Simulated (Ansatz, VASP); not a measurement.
## ZnS in VASP and in Ansatz

```
Zn S
1.0
     3.81100    0.00000    0.00000
    -1.90550    3.30042    0.00000
     0.00000    0.00000    6.23400
Zn S
2 2
Direct
  0.33333 0.66667 0.00000
  0.66667 0.33333 0.50000
  0.33333 0.66667 0.38500
  0.66667 0.33333 0.88500
```

Alike in both runs: task single point; functional PBE; k mesh 1 × 1 × 1; occupations fermi-dirac, width 0.01 eV; no spin polarisation.

```csv
,VASP,Ansatz
version,VASP 6.6.1,Ansatz 0.2.0
potentials or method,"VASP PAW PBE potentials, release 64 (Zn, S)","plane waves, PAW"
plane-wave cutoff (eV),500,420
valence electrons in the cell,36,36
```

Ansatz gave:

* gap on the k mesh at the Fermi level (eV): 1.82

Q: What did VASP give for the same quantities?

A: gap on the k mesh at the Fermi level (eV): 1.81.

The k mesh is coarse, so the values compare programs but aren't converged.
